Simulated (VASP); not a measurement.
Write the native input for VASP 6.6.1 that does the following.

```
Task                   : single point
Functional             : PBE
Potentials or basis    : VASP PAW PBE potentials, release 64 (W_sv, C)
Cutoff                 : 520 eV
k mesh                 : 2 × 2 × 2
Occupations            : fermi-dirac, width 0.17 eV
Spin                   : no spin polarisation
Dipole correction      : no
Further INCAR settings : LREAL = Auto; ALGO = Normal; EDIFF = 1e-06; NBANDS = 86
```

The structure of WC lies in POSCAR:

```
WC
1.0
   -2.9449070000     -5.1007280000      0.0000000000
    4.4173600000     -2.5503640000      0.0000000000
    0.0000000000      0.0000000000      5.7521940000
W C
8 8
Direct
    0.7593148173      0.5015917926      0.0018080058
    0.7644021192      0.5077677961      0.5087623957
    0.4970482832      0.0076427931     -0.0014255430
    0.5003557218     -0.0052064882      0.5161856502
    0.2451994107      0.5192217661      0.0171239009
    0.2554118066      0.4911902170      0.5049377681
    0.0232830322      0.0169934903      0.0306665596
    0.0106949084     -0.0057057811      0.5464175930
    0.5185621689      0.6620056688      0.2932620145
    0.5191441612      0.6519802041      0.7254275499
    0.2560718555      0.1774833384      0.2996421887
    0.2438277276      0.1829939108      0.7758952497
   -0.0237556626      0.6893804858      0.2758599588
   -0.0062785977      0.6768545271      0.7730267790
    0.7741563122      0.1884198578      0.2815273616
    0.7773670826      0.1733328873      0.7656209092
```

The input as run:

INCAR

```
ALGO = Normal ; EDIFF = 1E-6
ENCUT = 520 ; GGA = PE
ISIF = 2 ; ISMEAR = -1
LASPH = T ; LCHARG = F
LREAL = Auto ; LWAVE = F
NBANDS = 86 ; NELM = 100
PREC = Accurate ; SIGMA = 0.17
```

KPOINTS

```
k-points
0
Gamma
  2 2 2
```

Potentials or basis: VASP PAW PBE potentials, release 64 (W_sv, C).

The run is started by

```console
$ cat potpaw_PBE.64/W_sv/POTCAR potpaw_PBE.64/C/POTCAR > POTCAR
$ mpirun -np 1 vasp_std > vasp.out
```

It gave:

- Pressure: 0.2 GPa
- Largest force: 4.706 eV/Å
- Band gap on the k mesh: zero (band 72 reaches 11.12 eV, above the bottom of band 73 at 10.90 eV)

Caveat: the k points lie up to 0.62 Å⁻¹ apart; spin-orbit coupling is left out, which moves the levels of the heavy elements; forces of over 1 eV/Å act on the atoms, so gaps and moduli don't describe the material at rest.

Run time: 5.6 min on 1 thread of Intel Xeon 6975P-C (shared host), peak memory 0.33 GiB.
